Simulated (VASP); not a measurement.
Bi3B2, 10 atoms in the cell. The structure is cubic, space group F-43m (No. 216). Conventional cell: a = 8.563 Å, b = 8.563 Å, c = 8.563 Å, α = 90.00°, β = 90.00°, γ = 90.00°. B (site symmetry 3m) has 3 Bi at 2.23 Å and 6 B at 3.02 to 3.04 Å within 3.1 Å. Within 2.9 Å of Bi (site symmetry 2mm) lie 4 Bi at 2.22 Å and 2 B at 2.23 Å. The cell was built from a structure type or drawn by symmetry, and may not be a known phase.

```yaml
Program: VASP 6.6.1
Task: single point
Functional: PBE
Potentials_or_basis: VASP PAW PBE potentials, release 64 (B, Bi_d)
Cutoff: 520 eV
k_mesh: 4 × 4 × 4
Occupations: gaussian, width 0.1 eV
Spin: no spin polarisation
Dipole_correction: no
Further_INCAR_settings: ALGO = Normal; EDIFF = 1e-07; NBANDS = 62
```

Potentials or basis: VASP PAW PBE potentials, release 64 (B, Bi_d).

The run is started by

```sh
$ cat potpaw_PBE.64/B/POTCAR potpaw_PBE.64/Bi_d/POTCAR > POTCAR
$ mpirun -np 1 vasp_std > vasp.out
```

Hardware: 1 thread of Intel Xeon 8259CL, with other jobs on the host.

How long does it take, and how much memory?

Run time: 2.7 min on 1 thread of Intel Xeon 8259CL (shared host), peak memory 0.33 GiB. Counts: scf iterations 15, k points 8.
